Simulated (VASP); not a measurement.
# Os: single point with PBEsol

Crystal: Os.

```xyz
1
Lattice="0.0000 2.0034 1.9742 2.0034 0.0000 1.9742 2.0034 2.0034 0.0000" Properties=species:S:1:pos:R:3 pbc="T T T"
Os    0.0000    0.0000    0.0000
```

This cell differs from its parent crystal: strain +0.030 along x and y, +0.015 along z.

```
Program             : VASP 6.6.1
Task                : single point
Functional          : PBEsol
Potentials or basis : VASP PAW PBE potentials, release 64 (Os)
Cutoff              : 520 eV
k mesh              : 20 × 20 × 20
Occupations         : gaussian, width 0.15 eV
Spin                : no spin polarisation
```

```
Pressure               : -40.2 GPa
Band gap on the k mesh : zero (band 4 reaches 9.71 eV, above the bottom of band 5 at 6.06 eV)
```

Stress tensor (GPa, compression positive):
```
-41.36   0.00   0.00
  0.00 -41.36   0.00
  0.00   0.00 -37.88
```

Levels at points of the mesh, in eV from the Fermi level:
| k point | band 2 | band 3 | band 4 | band 5 | band 6 | band 7 |
| --- | --- | --- | --- | --- | --- | --- |
| (0.00, 0.00, 0.00) | -2.59 | -2.59 | -2.41 | -0.12 | 0.10 | 14.28 |
| (0.50, 0.00, 0.00) | -2.74 | -2.55 | -0.19 | 1.92 | 2.03 | 7.46 |
| (0.50, 0.50, 0.00) | -5.80 | 1.93 | 2.27 | 2.54 | 2.54 | 10.53 |
| (0.50, 0.00, 0.50) | -5.79 | 1.93 | 1.99 | 2.43 | 2.61 | 10.17 |

Wall time 43 s on 1 thread of Intel(R) Xeon(R) Platinum 8488C (Sapphire Rapids) (shared host), peak memory 0.23 GiB.

Caveat: the cell differs from its parent crystal (strain +0.030 along x and y, +0.015 along z); the PAW data sets were made with another functional, which shifts forces and pressure a little; spin-orbit coupling is left out, which moves the levels of the heavy elements.
